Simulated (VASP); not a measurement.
Here is a VASP 6.6.1 calculation.

File INCAR:

```
SYSTEM = In4Sb4H
PREC = Accurate
ENCUT = 520
EDIFF = 1E-7
ISMEAR = -1
SIGMA = 0.05
LREAL = Auto
LASPH = .True.
NELM = 80
ALGO = Normal
ISIF = 2
LWAVE = .False.
LCHARG = .False.
NBANDS = 88
```

The input KPOINTS:

```
regular mesh
0
Gamma
  2 2 1
  0 0 0
```

POSCAR

```
In4Sb4H
1.0
    9.1372340000      0.0000000000      0.0000000000
    0.0000000000      6.4610000000      0.0000000000
    0.0000000000      0.0000000000     19.8529250000
In Sb H
8 8 2
Direct
    0.0000000000      0.0000000000      0.0503704114
    0.7364810839      0.4285714286      0.1736570304
    0.3076423346      0.6356291596      0.1776413299
    0.4999981395      0.0000000000      0.0503704114
    0.5144664129      0.0267605634      0.3081561029
    0.2666343009      0.4727596347      0.3775715669
    0.7844715370      0.4784553475      0.3607277013
    0.9909891768      0.1074291905      0.2960823153
    1.0554944746      0.3388639529      0.1618502060
    0.2499990697      0.7500077387      0.0503704114
    0.7499972092      0.7500077387      0.0503704114
    0.4638384001      0.2053087757      0.1813989626
    0.5038176761      0.2810710416      0.4125840399
    0.7492858342      0.8273796626      0.2645403637
    0.2266221922      0.8418511066      0.3195599641
    1.0155480313      0.2435691069      0.4249650870
    0.6889284000      0.0859309704      0.4814957997
    0.7249677528     -0.0017489553      0.5097938969
```

Potentials or basis: VASP PAW LDA potentials, release 64 (In_d, Sb, H).

Run with:

```bash
$ cat potpaw_LDA.64/In_d/POTCAR potpaw_LDA.64/Sb/POTCAR potpaw_LDA.64/H/POTCAR > POTCAR
$ mpirun -np 1 vasp_std > vasp.out
```

**Question.** What does it give for the largest force?

**Answer.** 2.079 eV/Å.

**Question.** Predict the band gap on the k mesh.

**Answer.** 0.12 eV (least direct gap 0.19 eV).

Forces in eV/Å, atoms in the order of the input:
```
In  -0.132  0.142  1.299
In   0.490  0.673 -0.225
In  -0.284 -0.482  1.520
In   0.194 -0.335  0.650
In  -1.062 -0.255  0.107
In  -1.342 -0.041 -0.129
In  -0.461  0.301  0.388
In  -0.157 -0.198 -1.293
Sb  -0.892 -0.602  0.195
Sb   0.002  0.038 -1.138
Sb   0.019  0.056 -0.121
Sb   0.184  1.185 -0.751
Sb   1.748  0.378  0.696
Sb   0.977 -1.320 -0.085
Sb   0.742 -0.186 -1.251
Sb  -0.146  0.773  0.041
H    0.756 -1.372  1.366
H   -0.635  1.244 -1.269
```

Caveat: the k points lie up to 0.49 Å⁻¹ apart; the atoms stand as in a frame of molecular dynamics; there is no dipole correction, which matters where the two faces differ; semilocal functionals underestimate gaps, and a narrow one can read as zero; spin-orbit coupling is left out, which moves the levels of the heavy elements.
